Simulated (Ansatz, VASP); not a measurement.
# Two plane-wave programs on Ga4ICl3

File INCAR:

```
SYSTEM = Ga4ICl3
  PREC = Accurate
  ENCUT = 520
  EDIFF = 1E-7
  ISMEAR = 0
  SIGMA = 0.1
  LREAL = .False.
  LASPH = .True.
  NELM = 60
  ALGO = Normal
  ISIF = 2
  LWAVE = .False.
  LCHARG = .True.
  GGA = PE
  LELF = .True.
  LVHAR = .True.
  NBANDS = 50
```

Contents of KPOINTS:

```
regular mesh
0
Gamma
  4 4 4
  0 0 0
```

File POSCAR:

```
Ga4ICl3
1.0
   -3.4802677000      3.4802677000      3.4802677000
    3.4802677000     -3.4802677000      3.4802677000
    3.4802677000      3.4802677000     -3.4802677000
Ga I Cl
4 1 3
Direct
    0.5000000000      0.5000000000      0.5000000000
    0.0000000000      0.0000000000      0.5000000000
    0.0000000000      0.5000000000      0.0000000000
    0.5000000000      0.0000000000      0.0000000000
    0.0000000000      0.0000000000      0.0000000000
    0.5000000000      0.5000000000      0.0000000000
    0.5000000000      0.0000000000      0.5000000000
    0.0000000000      0.5000000000      0.5000000000
```

Input for Ansatz:

```yaml
crystal:
  lattice:
    - [-3.4802677, 3.4802677, 3.4802677]
    - [3.4802677, -3.4802677, 3.4802677]
    - [3.4802677, 3.4802677, -3.4802677]
  atoms:
    - { symbol: Ga, position: [0.5, 0.5, 0.5] }
    - { symbol: Ga, position: [0.0, 0.0, 0.5] }
    - { symbol: Ga, position: [0.0, 0.5, 0.0] }
    - { symbol: Ga, position: [0.5, 0.0, 0.0] }
    - { symbol: I, position: [0.0, 0.0, 0.0] }
    - { symbol: Cl, position: [0.5, 0.5, 0.0] }
    - { symbol: Cl, position: [0.5, 0.0, 0.5] }
    - { symbol: Cl, position: [0.0, 0.5, 0.5] }
basis:
  ecutwfc: 420
kpoints:
  mp_grid: { grid: [4, 4, 4] }
hamiltonian:
  xc: pbe
scf:
  occupations: { method: gaussian, width: 0.1 }
  lower_state_search: "off"
output:
  forces: true
  stress: true
  eigenvalues: true
```

Alike in both runs: task single point; functional PBE; k mesh 4 × 4 × 4; occupations gaussian, width 0.1 eV; no spin polarisation.

```csv
,VASP,Ansatz
version,VASP 6.6.1,Ansatz 0.2.0
potentials or method,"VASP PAW PBE potentials, release 64 (Ga_d, I, Cl), cutoff 520 eV","scalar-relativistic, plane waves, PAW"
valence electrons in the cell,80,90
```

```csv
,VASP,Ansatz,Ansatz less VASP
gap on the k mesh at the Fermi level (eV),0.25,0.25,+0.001
least direct gap on the mesh (eV),0.25,0.25,+0.001
pressure (GPa),10.0,10.0,0.00
```

VASP's potentials hold 80 valence electrons a cell and Ansatz's 90, so a difference there can come from the potentials and not from the codes.

Spin-orbit coupling is off throughout.
